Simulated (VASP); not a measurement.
**CsPbCl3: single point with PBE**

The system is CsPbCl3.

```
Cs Pb Cl
1.0
     5.60825   -0.13399   -0.13399
    -0.13399    5.60825   -0.13399
    -0.13399   -0.13399    5.60825
Cs Pb Cl
1 1 3
Direct
  0.00000 0.00000 0.00000
  0.50000 0.50000 0.50000
  0.00000 0.50000 0.50000
  0.50000 0.00000 0.50000
  0.50000 0.50000 0.00000
```

This cell differs from its parent crystal: ratio of the length along [111] to the lengths across it x 0.93, volume and fractional coordinates fixed.

```
Program                : VASP 6.6.1
Task                   : single point
Functional             : PBE
Potentials or basis    : VASP PAW PBE potentials, release 64 (Cs_sv, Pb_d, Cl)
Cutoff                 : 520 eV
k mesh                 : 6 × 6 × 6
Occupations            : gaussian, width 0.05 eV
Spin                   : no spin polarisation
Dipole correction      : no
Further INCAR settings : ALGO = Normal; EDIFF = 1e-06; NBANDS = 30
```

```
Pressure               : 1.7 GPa
Band gap on the k mesh : 1.75 eV
```

Stress tensor (GPa, compression positive):
```
1.69 0.25 0.25
0.25 1.69 0.25
0.25 0.25 1.69
```

Levels at points of the mesh, in eV from the valence-band top:
```csv
k point,band 19,band 20,band 21,band 22,band 23,band 24,band 25,band 26
"(0.00, 0.00, 0.00)",-2.66,-2.46,-2.46,-2.39,3.38,4.30,4.30,5.09
"(0.50, 0.00, 0.00)",-2.70,-2.69,-2.50,-1.67,3.01,4.70,5.14,5.14
"(0.50, 0.50, 0.00)",-2.77,-2.74,-2.18,-0.81,2.45,2.62,4.96,5.40
"(0.50, 0.50, 0.50)",-2.17,-2.17,-2.15,0.00,1.75,2.06,2.06,5.15
```

It took 86 s on 1 thread of Intel(R) Xeon(R) Platinum 8488C (Sapphire Rapids), with other jobs on the host, peak memory 0.35 GiB.

Caveat: spin-orbit coupling is left out, which moves the levels of the heavy elements. A k mesh can miss the band edges.
